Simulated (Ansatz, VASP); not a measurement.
**Two plane-wave programs on CaO**

```
CELL_PARAMETERS angstrom
3.98103 0.00000 0.00000
-1.99051 3.44767 0.00000
0.00000 0.00000 4.77012
ATOMIC_POSITIONS crystal
Ca 0.33333 0.66667 0.25000
Ca 0.66667 0.33333 0.75000
O 0.66667 0.33333 0.25000
O 0.33333 0.66667 0.75000
```

Alike in both runs: task single point; functional r2SCAN; k mesh 12 × 12 × 6; no spin polarisation.

```csv
,VASP,Ansatz
version,VASP 6.6.1,Ansatz 0.2.0
potentials or method,"VASP PAW PBE potentials, release 64 (Ca_sv, O)","plane waves, PAW"
plane-wave cutoff (eV),520,500
occupations,"gaussian, width 0.01 eV",fixed
valence electrons in the cell,32,32
```

Ansatz gave:

```
gap on the k mesh at the Fermi level (eV) : 3.63
pressure (GPa)                            : 0.0
```

Task: What did VASP give for the same quantities?

Result: gap on the k mesh at the Fermi level (eV): 3.61; pressure (GPa): 1.0.

VASP's potentials were made for PBE, not for r2SCAN.
